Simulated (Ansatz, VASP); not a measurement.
SrCl2: VASP beside Ansatz

The input POSCAR:

```
SrCl2
1.0
    3.4425776029      3.4425776029      0.0000000000
   -3.4425776029      3.4425776029      0.0000000000
    0.0000000000      3.4425776029      3.4425776029
Sr Cl
1 2
Direct
    0.0000000000      0.0000000000      0.0000000000
    0.2500000000      0.7500000000      0.5000000000
    0.7500000000      0.2500000000      0.5000000000
```

The input INCAR.step1:

```
SYSTEM = SrCl2
PREC = Accurate
ENCUT = 520
ISMEAR = 0
SIGMA = 0.01
LREAL = .FALSE.
LASPH = .TRUE.
NELM = 80
NBANDS = 19
GGA = PE
ALGO = Normal
EDIFF = 1E-4
LWAVE = .TRUE.
LCHARG = .FALSE.
```

INCAR.step2

```
SYSTEM = SrCl2
PREC = Accurate
ENCUT = 520
EDIFF = 1E-6
ISMEAR = 0
SIGMA = 0.01
LREAL = .FALSE.
LASPH = .TRUE.
NELM = 80
ALGO = Normal
ISIF = 2
LWAVE = .FALSE.
LCHARG = .TRUE.
METAGGA = R2SCAN
LMIXTAU = .TRUE.
LELF = .TRUE.
LVHAR = .TRUE.
NBANDS = 19
ISTART = 1
```

Contents of KPOINTS:

```
regular mesh
0
G
  6 6 6
  0 0 0
```

Input for Ansatz:

```yaml
crystal:
  lattice:
    - [3.44257760286, 3.44257760286, 0.0]
    - [-3.44257760286, 3.44257760286, 0.0]
    - [0.0, 3.44257760286, 3.44257760286]
  atoms:
    - { symbol: Sr, position: [0.0, 0.0, 0.0] }
    - { symbol: Cl, position: [0.25, 0.75, 0.5] }
    - { symbol: Cl, position: [0.75, 0.25, 0.5] }
kpoints:
  mp_grid: { grid: [6, 6, 6] }
scf:
  occupations: { method: fixed }
  convergence: { dr2_threshold: 1.0e-10 }
hamiltonian:
  xc: r2scan
  pseudopotentials: { kind: paw }
output:
  forces: true
  stress: true
  eigenstates:
    kpoints:
      - [0.0, 0.0, 0.0]
      - [-0.5, 0.5, 0.0]
      - [-0.5, -0.5, -0.5]
      - [0.0, 0.0, -0.5]
      - [0.0, -0.5, -0.5]
      - [0.0, 0.5, 0.0]
      - [-0.5, 0.0, 0.0]
      - [-0.5, 0.0, -0.5]
  eigenvalues: true
```

Alike in both runs: task single point; functional r2SCAN; k mesh 6 × 6 × 6; no spin polarisation.

|  | VASP | Ansatz |
| --- | --- | --- |
| version | VASP 6.6.1 | Ansatz 0.2.0 |
| potentials or method | VASP PAW PBE potentials, release 64 (Sr_sv, Cl) | PAW with Ansatz's default frozen-core files, scalar-relativistic |
| plane-wave cutoff (eV) | 520 | 500 |
| occupations | gaussian, width 0.01 eV | fixed |
| valence electrons in the cell | 24 | 24 |

VASP gave:

- gap on the k mesh at the Fermi level (eV): 5.97
- pressure (GPa): 2.0

Problem. Which values does Ansatz return?

Solution. gap on the k mesh at the Fermi level (eV): 5.96; pressure (GPa): 2.0.

VASP's potentials were made for PBE, not for r2SCAN.
